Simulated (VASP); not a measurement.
Here is a VASP 6.6.1 calculation.

INCAR

```
SYSTEM = Ti
PREC = Accurate
ENCUT = 520
EDIFF = 1E-6
ISMEAR = -1
SIGMA = 0.06122561905347299
LREAL = .FALSE.
LASPH = .TRUE.
NELM = 100
ALGO = Normal
ISIF = 2
LWAVE = .FALSE.
LCHARG = .TRUE.
GGA = PE
LELF = .TRUE.
LVHAR = .TRUE.
NBANDS = 12
```

The input KPOINTS:

```
regular mesh
0
G
  16 16 16
  0 0 0
```

POSCAR

```
Ti
1.0
    0.0000000000      2.0145830510      2.0145830510
    2.0145830510      0.0000000000      2.0145830510
    2.0145830510      2.0145830510      0.0000000000
Ti
1
Direct
    0.0000000000      0.0000000000      0.0000000000
```

Potentials or basis: VASP PAW PBE potentials, release 64 (Ti_sv).

Launch:

```sh
$ cat potpaw_PBE.64/Ti_sv/POTCAR > POTCAR
$ mpirun -np 1 vasp_std > vasp.out
```

(1) Predict the pressure.

(2) What does it give for the band gap on the k mesh?

## Answers

(1) 7.0 GPa.

(2) zero (bands 6 and 7 overlap by 1.31 eV).

Caveat: the cell stands under pressure.
